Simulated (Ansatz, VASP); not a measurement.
Two plane-wave programs on P

The input POSCAR:

```
P
1.0
    3.2800000000      0.0000000000      0.0000000000
   -1.6400000000      2.8405633244      0.0000000000
    0.0000000000      0.0000000000     28.0000000000
P
2
Direct
    0.3333333333      0.6666666667      0.5140357143
    0.6666666667      0.3333333333      0.4859642857
```

Contents of INCAR.step1:

```
SYSTEM = P
  PREC = Accurate
  ENCUT = 520
  ISMEAR = 0
  SIGMA = 0.02
  LREAL = .FALSE.
  LASPH = .TRUE.
  NELM = 100
  LDIPOL = .TRUE.
  IDIPOL = 3
  DIPOL = 0.5 0.5 0.500
  NBANDS = 12
  GGA = PE
  ALGO = Normal
  EDIFF = 1E-4
  LWAVE = .TRUE.
  LCHARG = .FALSE.
```

The input INCAR.step2:

```
SYSTEM = P
  PREC = Accurate
  ENCUT = 520
  EDIFF = 1E-7
  ISMEAR = 0
  SIGMA = 0.02
  LREAL = .FALSE.
  LASPH = .TRUE.
  NELM = 100
  ALGO = Normal
  ISIF = 2
  LWAVE = .FALSE.
  LCHARG = .TRUE.
  LDIPOL = .TRUE.
  IDIPOL = 3
  DIPOL = 0.5 0.5 0.500
  METAGGA = R2SCAN
  LMIXTAU = .TRUE.
  LELF = .TRUE.
  LVHAR = .TRUE.
  LVACPOTAV = .TRUE.
  NBANDS = 12
  ISTART = 1
```

The input KPOINTS:

```
regular mesh
0
G
  9 9 1
  0 0 0
```

Input for Ansatz:

```yaml
crystal:
  lattice:
    - [3.28, 0.0, 0.0]
    - [-1.64, 2.8405633244, 0.0]
    - [0.0, 0.0, 28.0]
  atoms:
    - { symbol: P, position: [0.3333333333, 0.6666666667, 0.5140357143] }
    - { symbol: P, position: [0.6666666667, 0.3333333333, 0.4859642857] }
  periodic: [true, true, false]
basis:
  ecutwfc: 500
kpoints:
  mp_grid: { grid: [9, 9, 1] }
hamiltonian:
  xc: r2scan
scf:
  occupations: { method: gaussian, width: 0.02 }
output:
  forces: true
  stress: true
  eigenvalues: true
```

Alike in both runs: task single point; functional r2SCAN; k mesh 9 × 9 × 1; occupations gaussian, width 0.02 eV; no spin polarisation.

```csv
,VASP,Ansatz
version,VASP 6.6.1,Ansatz 0.2.0
potentials or method,"VASP PAW PBE potentials, release 64 (P), cutoff 520 eV","scalar-relativistic, plane waves, PAW"
valence electrons in the cell,10,10
```

VASP gave:

| Item | Value |
| --- | --- |
| gap on the k mesh at the Fermi level (eV) | none |
| rms of the force components (eV/Å) | 2.639 |
| work function, face that differs most (eV) | 5.05 |

**Question.** Estimate Ansatz's values.

**Answer.** gap on the k mesh at the Fermi level (eV): none; rms of the force components (eV/Å): 2.616; work function, face that differs most (eV): 5.00.

VASP's potentials were made for PBE, not for r2SCAN. Atom by atom the forces differ by 0.023 eV/Å (rms over components). A gap of «none» marks a metal or a gap that the smearing closes.
